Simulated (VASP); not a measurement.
**W: single point with PBEsol**

W:

```xyz
1
Lattice="-1.5174 1.5174 1.6372 1.5174 -1.5174 1.6372 1.5174 1.5174 -1.6372" Properties=species:S:1:pos:R:3 pbc="T T T"
W     0.0000    0.0000    0.0000
```

This cell differs from its parent crystal: strain -0.050 along x and y, +0.025 along z.

```
Program                : VASP 6.6.1
Task                   : single point
Functional             : PBEsol
Potentials or basis    : VASP PAW PBE potentials, release 64 (W_sv)
Cutoff                 : 520 eV
k mesh                 : 20 × 20 × 20
Occupations            : gaussian, width 0.15 eV
Spin                   : no spin polarisation
Dipole correction      : no
Further INCAR settings : ALGO = Normal; EDIFF = 1e-06; NBANDS = 13
```

```yaml
Pressure: 15.6 GPa
Band_gap_on_the_k_mesh: zero (band 7 reaches 17.34 eV, above the bottom of band 8 at 11.11 eV)
```

Stress tensor (GPa, compression positive):
```
24.00  0.00  0.00
 0.00 24.00  0.00
 0.00  0.00 -1.10
```

Levels at points of the mesh, in eV from the Fermi level:
| k point | band 4 | band 5 | band 6 | band 7 | band 8 | band 9 | band 10 | band 11 |
| --- | --- | --- | --- | --- | --- | --- | --- | --- |
| (0.00, 0.00, 0.00) | -37.58 | -9.95 | -1.62 | -1.62 | -0.61 | 1.57 | 2.94 | 13.73 |
| (0.50, 0.00, 0.00) | -37.59 | -6.65 | -3.45 | 0.68 | 1.44 | 3.46 | 6.44 | 11.66 |
| (0.50, 0.50, 0.00) | -37.66 | -6.66 | -4.51 | 1.30 | 3.20 | 3.82 | 6.74 | 11.48 |
| (0.50, 0.50, 0.50) | -38.55 | -6.41 | -6.17 | 5.31 | 5.66 | 5.66 | 7.30 | 9.34 |

Run time: 32 s on 1 thread of Intel(R) Xeon(R) 6975P-C (Granite Rapids), on a shared host, peak memory 0.22 GiB.

Caveat: the cell differs from its parent crystal (strain -0.050 along x and y, +0.025 along z); the PAW data sets were made with another functional, which shifts forces and pressure a little; spin-orbit coupling is left out, which moves the levels of the heavy elements.
